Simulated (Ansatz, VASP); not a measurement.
# Te in VASP and in Ansatz

```xyz
1
Lattice="-1.9354 1.9354 1.9354 1.9354 -1.9354 1.9354 1.9354 1.9354 -1.9354" Properties=species:S:1:pos:R:3 pbc="T T T"
Te    0.0000    0.0000    0.0000
```

Alike in both runs: task relaxation of cell and atoms; functional PBEsol; k mesh 15 × 15 × 15; occupations fermi-dirac, width 0.1 eV; no spin polarisation.

|  | VASP | Ansatz |
| --- | --- | --- |
| version | VASP 6.6.1 | Ansatz 0.2.0 |
| potentials or method | VASP PAW PBE potentials, release 64 (Te) | PAW with Ansatz's default frozen-core files, scalar-relativistic |
| plane-wave cutoff (eV) | 600 | 420 |
| valence electrons in the cell | 6 | 16 |

```tsv
	VASP	Ansatz	Ansatz less VASP
relaxed volume (Å³/atom)	27.08	27.08	+0.003
relaxed length of the cell vector where the two differ most in proportion (Å)	3.277	3.277	+0.0001
```

VASP's potentials were made for PBE, not for PBEsol. VASP's potentials hold 6 valence electrons a cell and Ansatz's 16, so a difference there can come from the potentials and not from the codes.

Spin-orbit coupling is off throughout.
